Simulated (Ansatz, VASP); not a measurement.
**Bi3F: VASP beside Ansatz**

INCAR

```
ALGO     = Normal         # electronic algorithm
EDIFF    = 1E-7           # SCF threshold, eV
ENCUT    = 520            # plane-wave cutoff, eV
GGA      = PE             # functional
ISIF     = 2              # what is computed and relaxed
ISMEAR   = 0              # smearing method
LASPH    = True           # aspherical terms in the spheres
LCHARG   = False          # write CHGCAR
LREAL    = False          # projectors in reciprocal space
LWAVE    = False          # write WAVECAR
NBANDS   = 34             # bands
NELM     = 100            # most SCF steps
PREC     = Accurate       # precision mode
SIGMA    = 0.1            # smearing width, eV
```

The input KPOINTS:

```
k-points
0
Gamma
  4 4 4
```

POSCAR

```
Bi3F
1.0
   -3.0617016200      3.0617016200      3.0617016200
    3.0617016200     -3.0617016200      3.0617016200
    3.0617016200      3.0617016200     -3.0617016200
Bi F
3 1
Direct
    0.0000000000      0.5000000000      0.5000000000
    0.5000000000      0.0000000000      0.5000000000
    0.5000000000      0.5000000000      0.0000000000
    0.0000000000      0.0000000000      0.0000000000
```

Input for Ansatz:

```yaml
crystal:
  lattice:
    - [-3.06170162, 3.06170162, 3.06170162]
    - [3.06170162, -3.06170162, 3.06170162]
    - [3.06170162, 3.06170162, -3.06170162]
  atoms:
    - { symbol: Bi, position: [0.0, 0.5, 0.5] }
    - { symbol: Bi, position: [0.5, 0.0, 0.5] }
    - { symbol: Bi, position: [0.5, 0.5, 0.0] }
    - { symbol: F, position: [0.0, 0.0, 0.0] }
basis:
  ecutwfc: 420
kpoints:
  mp_grid: { grid: [4, 4, 4] }
hamiltonian:
  xc: pbe
scf:
  occupations: { method: gaussian, width: 0.1 }
  lower_state_search: "off"
output:
  forces: true
  stress: true
  eigenvalues: true
```

Alike in both runs: task single point; functional PBE; k mesh 4 × 4 × 4; occupations gaussian, width 0.1 eV; no spin polarisation.

|  | VASP | Ansatz |
| --- | --- | --- |
| version | VASP 6.6.1 | Ansatz 0.2.0 |
| potentials or method | VASP PAW PBE potentials, release 64 (Bi_d, F), cutoff 520 eV | scalar-relativistic, plane waves, PAW |
| valence electrons in the cell | 52 | 52 |

VASP gave:

```
gap on the k mesh at the Fermi level (eV) : none
pressure (GPa)                            : 2.5
```

Which values does Ansatz return?

gap on the k mesh at the Fermi level (eV): none; pressure (GPa): 2.6.

A gap of «none» marks a metal or a gap that the smearing closes. With one functional, cell and mesh, what is left measures potentials, basis and numerics.

The k mesh is coarse, so the values compare programs but aren't converged. Spin-orbit coupling is off throughout.
